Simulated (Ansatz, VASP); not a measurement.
## MnPbO3: VASP beside Ansatz

File INCAR:

```
PREC = Accurate
ENCUT = 520
EDIFF = 1E-6
ISMEAR = -1
SIGMA = 0.1
LREAL = False
LASPH = True
NELM = 150
ALGO = Normal
ISIF = 2
LWAVE = False
LCHARG = True
ISPIN = 2
MAGMOM = 5.2 0 0 0 0
LORBIT = 11
LMAXMIX = 4
GGA = CA
LELF = True
LVHAR = True
NBANDS = 34
```

Contents of KPOINTS:

```
regular mesh
0
Gamma
  6 6 6
```

Contents of POSCAR:

```
MnPbO3
1.0
    3.9146330000      0.0000000000      0.0000000000
    0.0000000000      3.9146330000      0.0000000000
    0.0000000000      0.0000000000      3.9146330000
Mn Pb O
1 1 3
Direct
    0.5000000000      0.5000000000      0.5000000000
    0.0000000000      0.0000000000      0.0000000000
    0.0000000000      0.5000000000      0.5000000000
    0.5000000000      0.0000000000      0.5000000000
    0.5000000000      0.5000000000      0.0000000000
```

Input for Ansatz:

```yaml
crystal:
  lattice:
    a: 3.914633
    b: 3.914633
    c: 3.914633
    alpha: 90.0
    beta: 90.0
    gamma: 90.0
  atoms:
    - { symbol: Mn, position: [0.5, 0.5, 0.5] }
    - { symbol: Pb, position: [0.0, 0.0, 0.0] }
    - { symbol: O, position: [0.0, 0.5, 0.5] }
    - { symbol: O, position: [0.5, 0.0, 0.5] }
    - { symbol: O, position: [0.5, 0.5, 0.0] }
basis:
  ecutwfc: 450.0
kpoints:
  mp_grid:
    grid: [6, 6, 6]
hamiltonian:
  xc: lda
  hubbard:
    - { species: Mn, l: d, u_eff: 0.0 }
magnetization:
  spin_polarized: true
  per_species:
    Mn: 5.2
scf:
  occupations:
    method: fermi_dirac
    width: 0.1
output:
  eigenvalues: true
```

Alike in both runs: task single point; functional LDA; k mesh 6 × 6 × 6; occupations fermi-dirac, width 0.1 eV; collinear spin.

|  | VASP | Ansatz |
| --- | --- | --- |
| version | VASP 6.6.1 | Ansatz 0.2.0 |
| potentials or method | VASP PAW LDA potentials, release 64 (Mn_pv, Pb_d, O), cutoff 520 eV | plane waves, PAW |
| valence electrons in the cell | 45 | 47 |

VASP gave:

```
gap on the k mesh at the Fermi level (eV)                     : none
net moment per atom (μB)                                      : 0.60
size of the moment on the site where the two differ most (μB) : 2.76
```

Q: Estimate Ansatz's values.

A: gap on the k mesh at the Fermi level (eV): none; net moment per atom (μB): 0.60; size of the moment on the site where the two differ most (μB): 2.53.

LDA's correlation is that of Perdew and Zunger in VASP and of Perdew and Wang (1992) in Ansatz. Site moments also hang on the region over which each program counts them. A gap of «none» marks a metal or a gap that the smearing closes. VASP's potentials hold 45 valence electrons a cell and Ansatz's 47, so a difference there can come from the potentials and not from the codes. Ansatz's warnings: given moment on shells.

Spin-orbit coupling is off throughout.
